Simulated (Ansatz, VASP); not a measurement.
**Two plane-wave programs on AlRu**

```xyz
2
Lattice="3.0041 0.0000 0.0000 0.0000 3.0041 0.0000 0.0000 0.0000 3.0041" Properties=species:S:1:pos:R:3 pbc="T T T"
Al    0.0000    0.0000    0.0000
Ru    1.5020    1.5020    1.5020
```

Alike in both runs: task single point; functional PBE; k mesh 12 × 12 × 12; occupations gaussian, width 0.1 eV; no spin polarisation.

```csv
,VASP,Ansatz
version,VASP 6.6.1,Ansatz 0.2.0
potentials or method,"VASP PAW PBE potentials, release 64 (Al, Ru_pv), cutoff 520 eV","scalar-relativistic, plane waves, PAW"
valence electrons in the cell,17,19
```

```csv
,VASP,Ansatz,Ansatz less VASP
gap on the k mesh at the Fermi level (eV),none,none,-
pressure (GPa),-0.2,-0.2,+0.04
```

A gap of «none» marks a metal or a gap that the smearing closes. VASP's potentials hold 17 valence electrons a cell and Ansatz's 19, so a difference there can come from the potentials and not from the codes.
